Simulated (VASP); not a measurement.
Input of a VASP 6.6.1 run:

Contents of INCAR:

```
ALGO = Normal
EDIFF = 1E-6
ENCUT = 600
GGA = CA
GGA_COMPAT = F
ISIF = 2
ISMEAR = 0
LASPH = T
LCHARG = F
LREAL = F
LWAVE = F
NBANDS = 11
NELM = 120
PREC = Accurate
SIGMA = 0.1
```

The input KPOINTS:

```
k-points
0
Gamma
  10 10 10
```

POSCAR

```
C
1.0
    0.0000000000      1.7660705298      1.7660705298
    1.7660705298      0.0000000000      1.7660705298
    1.7660705298      1.7660705298      0.0000000000
C
2
Direct
    0.0000000000      0.0000000000      0.0000000000
    0.2500000000      0.2500000000      0.2500000000
```

Potentials or basis: VASP PAW LDA potentials, release 64 (C).

Command:

```console
$ cat potpaw_LDA.64/C/POTCAR > POTCAR
$ mpirun -np 1 vasp_std > vasp.out
```

(1) Predict the band gap on the k mesh.

(2) Predict the pressure.

Answers

(1) 4.20 eV, indirect (least direct gap 5.63 eV).

(2) 0.7 GPa.
